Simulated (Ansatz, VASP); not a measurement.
# Ge: VASP beside Ansatz

The input INCAR:

```
SYSTEM = Ge
  PREC = Accurate
  ENCUT = 520
  EDIFF = 1E-6
  ISMEAR = 0
  SIGMA = 0.01
  LREAL = .FALSE.
  LASPH = .TRUE.
  NELM = 100
  ALGO = Normal
  ISIF = 2
  LWAVE = .FALSE.
  LCHARG = .FALSE.
  GGA = CA
  NBANDS = 21
```

KPOINTS

```
Automatic mesh
0
G
  12 12 12
  0 0 0
```

Contents of POSCAR:

```
Ge
1.0
   -0.0266301249      2.8123383186      2.8123383186
    2.8123383186     -0.0266301249      2.8123383186
    2.8123383186      2.8123383186     -0.0266301249
Ge
2
Direct
   -0.0006835805     -0.0006835805     -0.0006835805
    0.2506835805      0.2506835805      0.2506835805
```

Input for Ansatz:

```yaml
crystal:
  lattice:
    - [-0.0266301249, 2.8123383186, 2.8123383186]
    - [2.8123383186, -0.0266301249, 2.8123383186]
    - [2.8123383186, 2.8123383186, -0.0266301249]
  atoms:
    - { symbol: Ge, position: [-0.0006835805, -0.0006835805, -0.0006835805] }
    - { symbol: Ge, position: [0.2506835805, 0.2506835805, 0.2506835805] }
basis:
  ecutwfc: 420
kpoints:
  mp_grid: { grid: [12, 12, 12] }
  band_path:
    path:
      - [0.0, 0.0, 0.0]
      - [0.0, 0.0, 0.0]
      - [0.4071627546, 0.4071627546, 0.0]
      - [0.0, 0.4071627546, 0.4071627546]
      - [0.5, 0.5, 0.5]
      - [0.0, 0.0, 0.5]
      - [-0.0038339544, 0.0038339544, 0.0]
      - [0.0038339544, -0.0038339544, 0.0]
      - [-0.0038339544, 0.0038339544, 0.0]
      - [0.0038339544, -0.0038339544, 0.0]
    npoints: 1
hamiltonian:
  xc: lda
scf:
  occupations: { method: gaussian, width: 0.01 }
  n_extra_bands: 5
output:
  forces: true
  stress: true
  eigenvalues: true
```

Alike in both runs: task single point; functional LDA; k mesh 12 × 12 × 12; occupations gaussian, width 0.01 eV; no spin polarisation.

|  | VASP | Ansatz |
| --- | --- | --- |
| version | VASP 6.6.1 | Ansatz 0.2.0 |
| potentials or method | VASP PAW LDA potentials, release 64 (Ge_d), cutoff 520 eV | scalar-relativistic, plane waves, PAW |
| valence electrons in the cell | 28 | 28 |

VASP gave:

```
gap on the k mesh at the Fermi level (eV)                     : none
pressure (GPa)                                                : -0.9
traceless stress, the component that is largest in VASP (GPa) : 0.55
rms of the force components (eV/Å)                            : 0.006
```

Task: Which values does Ansatz return?

Result: gap on the k mesh at the Fermi level (eV): none; pressure (GPa): -1.1; traceless stress, the component that is largest in VASP (GPa): 0.54; rms of the force components (eV/Å): 0.006.

LDA's correlation is that of Perdew and Zunger in VASP and of Perdew and Wang (1992) in Ansatz. Atom by atom the forces differ by 0.000 eV/Å (rms over components). A gap of «none» marks a metal or a gap that the smearing closes.
